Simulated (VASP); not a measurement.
The system is RbBr.

```
Rb Br
1.0
     4.12425    0.00000    0.00000
     0.00000    4.12425    0.00000
     0.00000    0.00000    4.12425
Rb Br
1 1
Direct
  0.00000 0.00000 0.00000
  0.50000 0.50000 0.50000
```

Base run:

- Program: VASP 6.6.1
- Functional: r2SCAN
- Potentials or basis: VASP PAW PBE potentials, release 64 (Rb_sv, Br)
- Cutoff: 520 eV
- k mesh: 4 × 4 × 4
- Occupations: gaussian, width 0.01 eV
- Spin: no spin polarisation

Its results: band gap on the k mesh 4.84 eV (least direct gap 4.99 eV); pressure 0.1 GPa.

The run is repeated on the same cell with these changes: functional from r2SCAN to PBE. What comes out?

Band gap on the k mesh 4.08 eV (least direct gap 4.24 eV); pressure 0.9 GPa.

Caveats: the PAW data sets were made with another functional, which shifts forces and pressure a little (at least some runs).

A k mesh can miss the band edges.
